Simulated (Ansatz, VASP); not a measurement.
# TaF4 in VASP and in Ansatz

```
CELL_PARAMETERS angstrom
4.32273 0.00000 0.00000
-2.16136 3.74359 0.00000
0.00000 0.00000 3.36681
ATOMIC_POSITIONS crystal
Ta 0.33333 0.66667 0.00000
F 0.82560 0.17440 0.50000
F 0.82560 0.65120 0.50000
F 0.34880 0.17440 0.50000
F 0.00000 0.00000 0.00000
```

Alike in both runs: functional PBE; k mesh 3 × 3 × 3; occupations gaussian, width 0.15 eV; no spin polarisation.

Ansatz relaxed the structure, and its values are those at the end. VASP's run is a single point on that final structure, the one shown.

```csv
,VASP,Ansatz
version,VASP 6.6.1,Ansatz 0.2.0
potentials or method,"VASP PAW PBE potentials, release 64 (Ta_pv, F), cutoff 600 eV","scalar-relativistic, plane waves, PAW"
valence electrons in the cell,39,41
```

Ansatz gave:

```
gap on the k mesh at the Fermi level (eV) : none
pressure (GPa)                            : -0.5
rms of the force components (eV/Å)        : 0.001
```

Q: Estimate VASP's values.

A: gap on the k mesh at the Fermi level (eV): none; pressure (GPa): -1.0; rms of the force components (eV/Å): 0.005.

A gap of «none» marks a metal or a gap that the smearing closes. VASP's potentials hold 39 valence electrons a cell and Ansatz's 41, so a difference there can come from the potentials and not from the codes.

The k mesh is coarse, so the values compare programs but aren't converged. Spin-orbit coupling is off throughout.
